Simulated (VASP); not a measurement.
Runs of VASP 6.6.1 on DyGe3P. The structure is that of space group Pm-3m (No. 221), or close to it. The cells are those of the table. The cell was built from a structure type or drawn by symmetry, and may not be a known phase.

```csv
task,cell,k mesh,gap on the mesh (eV),pressure (GPa),relaxed volume (Å³/atom)
relaxation of cell and atoms,"relaxed from a = 4.751 Å, 5 atoms",8 × 8 × 8,none,0.0,(b)
single point,"a = 4.555 Å, 5 atoms",4 × 4 × 4,none,12.7,-
single point,"a = 4.822 Å, 5 atoms",8 × 8 × 8,none,0.1,-
single point,"a = 4.751 Å, 5 atoms",4 × 4 × 4,none,(a),-
relaxation of cell and atoms,"relaxed from a = 4.555 Å, 5 atoms",4 × 4 × 4,none,0.0,21.58
```

Alike in all rows: level PBE; potentials or basis VASP PAW PBE potentials, release 64 (Dy_3, Ge_d, P), 4f in core; no spin polarisation; cutoff (eV) 500; smearing gaussian 0.1 eV.

Question: Estimate the missing entries.

Answer: (a) 0.5; (b) 22.43.

Caveats: spin-orbit coupling is left out, which moves the levels of the heavy elements; the 4f electrons are frozen in the core, so they carry no moment and show no levels; the cell stands under pressure (at least some runs).

A k mesh can miss the band edges, and the runs leave out spin-orbit coupling on Dy, Ge.

A gap of «none» marks levels without a gap at the run's occupations.
